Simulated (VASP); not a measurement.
# Pt (P6_3/mmc) in VASP: a series of runs, part 2 of 2

VASP 6.6.1. The steps go on from the part before.

## 5. Single point, PBEsol (strain -0.1000 x Voigt [1, 1, 0, 0, 0, 0])

File INCAR:

```
  ALGO = Normal
  EDIFF = 1E-7
  ENCUT = 520
  GGA = PS
  ISIF = 2
  ISMEAR = 0
  LASPH = True
  LCHARG = False
  LREAL = False
  LWAVE = False
  NBANDS = 17
  NELM = 80
  PREC = Accurate
  SIGMA = 0.15
```

File KPOINTS:

```
k-points
0
Gamma
  18 18 10
```

File POSCAR:

```
Pt
1.0
    2.4845990542      0.0000000000      0.0000000000
   -1.2422995271      2.1517258992      0.0000000000
    0.0000000000      0.0000000000      4.7921340000
Pt
2
Direct
    0.6666666667      0.3333333333      0.7500000000
    0.3333333333      0.6666666667      0.2500000000
```

Potentials or basis: VASP PAW PBE potentials, release 64 (Pt).

Started as:

```sh
cat potpaw_PBE.64/Pt/POTCAR > POTCAR
mpirun -np 1 vasp_std > vasp.out
```

OUTCAR:

```text
EDIFF = 1E-7
   ENCUT = 520
   GGA = PS
   ISIF = 2
   ISMEAR = 0
   LASPH = True
   LREAL = False
   NELM = 80
   PREC = Accurate

 ion  position               nearest neighbor table
   1  0.667  0.333  0.750-   2 2.79   2 2.79   2 2.79   2 2.79   2 2.79   2 2.79
   2  0.333  0.667  0.250-   1 2.79   1 2.79   1 2.79   1 2.79   1 2.79   1 2.79

  LATTYP: Found a hexagonal cell.
 ALAT       =     2.4845990542
 C/A-ratio  =     1.9287353394

  Lattice vectors:

 A1 = (   2.4845990542,   0.0000000000,   0.0000000000)
 A2 = (  -1.2422995271,   2.1517258992,   0.0000000000)
 A3 = (   0.0000000000,   0.0000000000,   4.7921340000)

Analysis of symmetry for initial positions (statically):
=====================================================================
 Subroutine PRICEL returns:
 Original cell was already a primitive cell.

 Routine SETGRP: Setting up the symmetry group for a
 hexagonal supercell.

 Subroutine GETGRP returns: Found 24 space group operations
 (whereof 12 operations were pure point group operations)
 out of a pool of 24 trial point group operations.

The static configuration has the point symmetry D_3d.
 The point group associated with its full space group is D_6h.

Analysis of symmetry for dynamics (positions and initial velocities):
=====================================================================
 Subroutine PRICEL returns:
 Original cell was already a primitive cell.

 Routine SETGRP: Setting up the symmetry group for a
 hexagonal supercell.

 Subroutine GETGRP returns: Found 24 space group operations
 (whereof 12 operations were pure point group operations)
 out of a pool of 24 trial point group operations.

The dynamic configuration has the point symmetry D_3d.
 The point group associated with its full space group is D_6h.

[... 105 lines left out ...]
   ISYM   =      2    0-nonsym 1-usesym 2-fastsym
   POTIM  = 0.5000    time-step for ionic-motion
   TEBEG  =    0.0;   TEEND  =   0.0 temperature during run
   PSTRESS=    0.0 pullay stress
   NELECT =      20.0000    total number of electrons
   NUPDOWN=      -1.0000    fix difference up-down
   EMIN   =  10.00;   EMAX   =-10.00  energy-range for DOS
   EFERMI =   0.00;   METHOD = LEGACY
   ISMEAR =     0;   SIGMA  =   0.15  broadening in eV -4-tet -1-fermi 0-gaus
   EFERMI_NEDOS =   21; number of points for ismear=-14 and -15
   IALGO  =     38    algorithm
   IMIX   =      4    mixing-type and parameters
     AMIX     =   0.40;   BMIX     =  1.00
     AMIX_MAG =   1.60;   BMIX_MAG =  1.00
  volume/ion in A,a.u.               =      12.81        86.44
  Fermi-wavevector in a.u.,A,eV,Ry     =   1.507396  2.848566 30.915748  2.272243
  Thomas-Fermi vector in A             =   2.617988
   LORBIT       =      0    0 simple, 1 ext, 2 COOP (PROOUT), +10 PAW based schemes
   GGA     = PS    functional components
   LHFCALC =     F    Hartree Fock is set to
   AEXX    =    0.0000 exact exchange contribution
   IVDW    =     0    specifies the selected vdW correction
   LEPSILON=     F    determine dielectric tensor
   LRPA    =     F    only Hartree local field effects (RPA)
 non-spin polarized calculation
 Gauss-broadening in eV      SIGMA  =   0.15
  energy-cutoff  :      520.00
  volume of cell :       25.62
 maximum number of plane-waves:       712
   NGX =  9   NGY =  9   NGZ = 17

 number of electron      20.0000007 magnetization

 Free energy of the ion-electron system (eV)
  ---------------------------------------------------
  ext. energy  EPLUGINS =         0.00000000
  ---------------------------------------------------
  free energy    TOTEN  =       -12.41986077 eV

  energy without entropy =      -12.39821266  energy(sigma->0) =      -12.40903671

 E-fermi :  14.4113     XC(G=0): -14.5750

 val. band max:       14.4042160769   @ k =   0.1667  -0.0000   0.0000
 cond. band min:      14.4156885643   @ k =   0.2778   0.2222   0.0000
 fundamental gap:      0.0114724873
 Fermi energy:        14.4113270881

 k-point     1 :       0.0000    0.0000    0.0000
  band No.  band energies     occupation
      1       2.2519      2.00000
      2       4.5797      2.00000
      3       7.9927      2.00000
      4       9.5696      2.00000
      5       9.5696      2.00000
      6       9.8931      2.00000
[... 457 lines left out ...]
      4       9.1830      2.00000
      5       9.9432      2.00000
      6      10.6007      2.00000
[... 9 lines left out ...]
     16      28.6156      0.00000
     17      29.0158      0.00000

 [... further k-points ...]
[... 5 lines left out ...]
  --------------------------------------------------------------------------------------
  -------------------------------------------------------------------------------------
  Total       18.1538936     18.1538936      5.3279901      0.0000000      0.0000000      0.0000000
  in kB     1135.2935007   1135.2935008    333.1975292      0.0000000      0.0000000      0.0000000
  external PRESSURE =     867.9281769 kB  Pullay stress =       0.0000000 kB

 VOLUME and BASIS-vectors are now :
 -----------------------------------------------------------------------------
  energy-cutoff  :      520.00
  volume of cell :       25.62
      direct lattice vectors                 reciprocal lattice vectors
     2.484599054  0.000000000  0.000000000     0.402479426  0.232371605  0.000000000
    -1.242299527  2.151725899  0.000000000     0.000000000  0.464743209  0.000000000
     0.000000000  0.000000000  4.792134000     0.000000000  0.000000000  0.208675300

 POSITION                                       TOTAL-FORCE (eV/Angst)
 -----------------------------------------------------------------------------------
      1.24230      0.71724      3.59410        -0.000000      0.000000      0.000000
     -0.00000      1.43448      1.19803         0.000000     -0.000000      0.000000
 -----------------------------------------------------------------------------------
    total drift:                               -0.000000      0.000000     -0.000000

  FREE ENERGIE OF THE ION-ELECTRON SYSTEM (eV)
  ---------------------------------------------------
  free  energy   TOTEN  =       -12.4198607690 eV

  energy  without entropy=      -12.3982126599  energy(sigma->0) =      -12.40903671
```

Wall time 26 s (1 thread of Intel Xeon 6975P-C (Granite Rapids), shared host); peak memory 0.19 GiB.

Results:

```yaml
Free_energy: -12.4199 eV
Pressure: 86.8 GPa
Band_gap_on_the_k_mesh: zero (band 10 reaches 15.85 eV, above the bottom of band 11 at 13.48 eV)
```

Caveat: the cell differs from its parent crystal (strain -0.1000 x Voigt [1, 1, 0, 0, 0, 0]); the PAW data sets were made with another functional, which shifts forces and pressure a little; spin-orbit coupling is left out, which moves the levels of the heavy elements.

## 6. Overview

| cell | gap on the mesh (eV) | pressure (GPa) |
| --- | --- | --- |
| a = 2.968, b = 2.968, c = 4.792 Å, angles 90.0, 90.0, 120.0°, 2 atoms | none | -31.8 |
| a = 3.002, b = 3.002, c = 4.792 Å, angles 90.0, 90.0, 120.0°, 2 atoms | none | -33.3 |
| a = 3.037, b = 3.037, c = 4.792 Å, angles 90.0, 90.0, 120.0°, 2 atoms | none | -34.5 |
| a = 2.485, b = 2.485, c = 4.792 Å, angles 90.0, 90.0, 120.0°, 2 atoms | none | 86.8 |

Alike in all rows: task single point; level PBEsol; potentials or basis VASP PAW PBE potentials, release 64 (Pt); no spin polarisation; k mesh 18 × 18 × 10; cutoff (eV) 520; smearing gaussian 0.15 eV.

Caveats: the PAW data sets were made with another functional, which shifts forces and pressure a little; spin-orbit coupling is left out, which moves the levels of the heavy elements.

Total energies depend on the potentials used, so only differences within one code and one set of settings carry meaning.
